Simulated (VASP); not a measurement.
## SiC: relaxation of cell and atoms with LDA

SiC:

```
Si C
1.0
     3.07569    0.00000    0.00000
    -1.53785    2.66363    0.00000
     0.00000    0.00000   10.07065
Si C
4 4
Cartesian
  0.0000 0.0000 1.8922
  0.0000 0.0000 6.9275
  0.0000 1.7758 4.4094
  1.5378 0.8879 9.4447
  0.0000 0.0000 0.0046
  0.0000 0.0000 5.0400
  0.0000 1.7758 2.5157
  1.5378 0.8879 7.5510
```

```yaml
Program: VASP 6.6.1
Task: relaxation of cell and atoms
Functional: LDA
Potentials_or_basis: VASP PAW LDA potentials, release 64 (Si, C)
Cutoff: 600 eV
k_mesh: 10 × 10 × 3
Occupations: fermi-dirac, width 0.05 eV
Spin: no spin polarisation
Dipole_correction: no
Further_INCAR_settings: ALGO = Normal; EDIFF = 1e-06; IBRION = 2; EDIFFG = -0.01; NSW = 60; ISIF = 3
```

```yaml
Relaxed_volume: 10.15 Å³/atom
Relaxed_cell: a = 3.059 Å, b = 3.059 Å, c = 10.017 Å, α = 90.00°, β = 90.00°, γ = 120.00°
Space_group_after_relaxing_to_0.1_Å: P6_3mc (No. 186)
Energy_gained_by_relaxing: 1.8 meV/atom
Ionic_steps: 3
Pressure_after_relaxing: 0.0 GPa
Largest_force_after_relaxing: 0.004 eV/Å
Band_gap_on_the_k_mesh: 2.17 eV (least direct gap 3.30 eV)
```

Forces on the atoms (eV/Å):
```
Si   0.000  0.000  0.002
Si   0.000  0.000  0.002
Si   0.000  0.000 -0.004
Si   0.000  0.000 -0.004
C    0.000  0.000 -0.001
C    0.000  0.000 -0.001
C    0.000  0.000  0.002
C    0.000  0.000  0.002
```

Step by step:
```
step  energy change (eV)  largest force (eV/Å)  pressure (GPa)  volume (Å³)
   1              0.0000                0.0046           -3.56        82.50
   2              0.0029                0.0134            4.11        79.79
   3             -0.0148                0.0039           -0.01        81.20
```

Final structure:
```yaml
crystal:
  lattice:
    - [3.05942, 0.00000, 0.00000]
    - [-1.52971, 2.64954, 0.00000]
    - [0.00000, 0.00000, 10.01669]
  atoms:
    - { symbol: Si, position: [0.00000, 0.00000, 0.18789] }
    - { symbol: Si, position: [0.00000, 0.00000, 0.68789] }
    - { symbol: Si, position: [0.33333, 0.66667, 0.43785] }
    - { symbol: Si, position: [0.66667, 0.33333, 0.93785] }
    - { symbol: C, position: [0.00000, 0.00000, 0.00046] }
    - { symbol: C, position: [0.00000, 0.00000, 0.50046] }
    - { symbol: C, position: [0.33333, 0.66667, 0.24980] }
    - { symbol: C, position: [0.66667, 0.33333, 0.74980] }
```

Levels at points of the mesh, in eV from the valence-band top:
```tsv
k point	band 12	band 13	band 14	band 15	band 16	band 17	band 18	band 19	band 20	band 21
(0.00, 0.00, 0.00)	-0.59	-0.59	-0.05	0.00	0.00	5.21	5.78	6.42	6.54	6.98
(0.50, 0.00, 0.00)	-2.42	-2.39	-2.24	-1.59	-1.13	2.17	2.30	4.18	4.77	5.27
```

Run time: 3.1 min on 1 thread of Intel Xeon 8259CL, on a shared host, peak memory 0.22 GiB.

Caveat: an odd mesh through Γ misses points on the zone boundary, where band edges can lie.
